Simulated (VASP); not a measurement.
A run of VASP 6.6.1:

The input INCAR:

```
PREC = Accurate ; ENCUT = 520
EDIFF = 1E-7 ; ISMEAR = -1
SIGMA = 0.05 ; LREAL = False
LASPH = True ; NELM = 100
ALGO = Fast ; ISIF = 2
LWAVE = False ; LCHARG = False
GGA = PE ; NBANDS = 13
```

File KPOINTS:

```
Automatic mesh
0
Gamma
  16 16 16
```

POSCAR

```
W
1.0
   -1.5448010000      1.6150760000      1.6310250000
    1.5711460000     -1.5452470000      1.5875410000
    1.5456960000      1.5461430000     -1.5611960000
W
1
Direct
    0.0109310000      0.0077030000      0.0229730000
```

Potentials or basis: VASP PAW PBE potentials, release 64 (W_sv).

The run is started by

```sh
$ cat potpaw_PBE.64/W_sv/POTCAR > POTCAR
$ mpirun -np 1 vasp_std > vasp.out
```

Hardware: 1 thread of Intel(R) Xeon(R) 6975P-C (Granite Rapids) (shared host).

Estimate the wall time of this run.

Run time: 2.2 min on 1 thread of Intel(R) Xeon(R) 6975P-C (Granite Rapids), on a shared host, peak memory 0.47 GiB. Counts: scf iterations 13, k points 2052.
